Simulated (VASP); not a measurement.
Set up this calculation in VASP 6.6.1, as the native input.

```yaml
Task: single point
Functional: r2SCAN
Potentials_or_basis: VASP PAW PBE potentials, release 64 (Cd, Se)
Cutoff: 520 eV
k_mesh: 6 × 6 × 6
Occupations: fermi-dirac, width 0.02 eV
Spin: no spin polarisation
Dipole_correction: no
Further_INCAR_settings: ALGO = Normal; EDIFF = 1e-07; NBANDS = 16
```

Crystal: CdSe.

```
Cd Se
1.0
     0.00000    2.89870    2.89870
     2.89870    0.00000    2.89870
     2.89870    2.89870    0.00000
Cd Se
1 1
Cartesian
  0.0000 0.0000 0.0000
  2.8987 2.8987 2.8987
```

This cell differs from its parent crystal: volume changed by +6%.

The input as run:

POSCAR

```
CdSe
1.0
    0.0000000000      2.8987040656      2.8987040656
    2.8987040656      0.0000000000      2.8987040656
    2.8987040656      2.8987040656      0.0000000000
Cd Se
1 1
Direct
    0.0000000000      0.0000000000      0.0000000000
    0.5000000000      0.5000000000      0.5000000000
```

INCAR.step1

```
SYSTEM = CdSe
ALGO = Normal
EDIFF = 1E-4
ENCUT = 520
GGA = PE
ISMEAR = -1
LASPH = .True.
LCHARG = .False.
LREAL = .False.
LWAVE = .True.
NBANDS = 16
NELM = 60
PREC = Accurate
SIGMA = 0.02
```

INCAR.step2

```
SYSTEM = CdSe
ALGO = Normal
EDIFF = 1E-7
ENCUT = 520
ISIF = 2
ISMEAR = -1
ISTART = 1
LASPH = .True.
LCHARG = .True.
LELF = .True.
LMIXTAU = .True.
LREAL = .False.
LVHAR = .True.
LWAVE = .False.
METAGGA = R2SCAN
NBANDS = 16
NELM = 60
PREC = Accurate
SIGMA = 0.02
```

KPOINTS

```
k-points
0
Gamma
  6 6 6
  0 0 0
```

Potentials or basis: VASP PAW PBE potentials, release 64 (Cd, Se).

Run with:

```console
$ cat potpaw_PBE.64/Cd/POTCAR potpaw_PBE.64/Se/POTCAR > POTCAR
$ cp INCAR.step1 INCAR
$ mpirun -np 1 vasp_std > vasp.out
$ cp INCAR.step2 INCAR
$ mpirun -np 1 vasp_std > vasp.out
```

Results of the run:

```
Pressure : -3.2 GPa
```

Caveat: the PAW data sets were made with another functional, which shifts forces and pressure a little.

It took 2.4 min on 1 thread of AMD EPYC 7R43 64-Core Processor (Zen 3), on a shared host, peak memory 0.13 GiB.
